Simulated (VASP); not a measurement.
A run of VASP 6.6.1 is set up as follows.

Contents of INCAR:

```
SYSTEM = NiO2
PREC = Accurate
ENCUT = 520
EDIFF = 1E-7
ISMEAR = 0
SIGMA = 0.05
LREAL = .False.
LASPH = .True.
NELM = 100
ALGO = Normal
ISIF = 2
LWAVE = .False.
LCHARG = .False.
GGA = PS
NBANDS = 18
```

File KPOINTS:

```
Automatic mesh
0
Gamma
  12 12 6
  0 0 0
```

File POSCAR:

```
NiO2
1.0
    2.8028105550      0.0000000000      0.0000000000
   -1.4014052775      2.4273051426      0.0000000000
    0.0000000000      0.0000000000      4.9060395955
Ni O
1 2
Direct
    0.0000000000      0.0000000000      0.5000000000
    0.6666666667      0.3333333333      0.6750910825
    0.3333333333      0.6666666667      0.3249089175
```

Potentials or basis: VASP PAW PBE potentials, release 64 (Ni, O).

The run is started by

```sh
$ cat potpaw_PBE.64/Ni/POTCAR potpaw_PBE.64/O/POTCAR > POTCAR
$ mpirun -np 1 vasp_std > vasp.out
```

**Question.** What does it give for the band gap on the k mesh?

**Answer.** 1.02 eV, indirect (least direct gap 1.40 eV).

**Question.** Estimate the largest force.

**Answer.** 1.364 eV/Å.

Forces in eV/Å, atoms in the order of the input:
```
Ni   0.000  0.000  0.000
O    0.000  0.000  1.364
O    0.000  0.000 -1.364
```

Caveat: the PAW data sets were made with another functional, which shifts forces and pressure a little. A k mesh can miss the band edges.
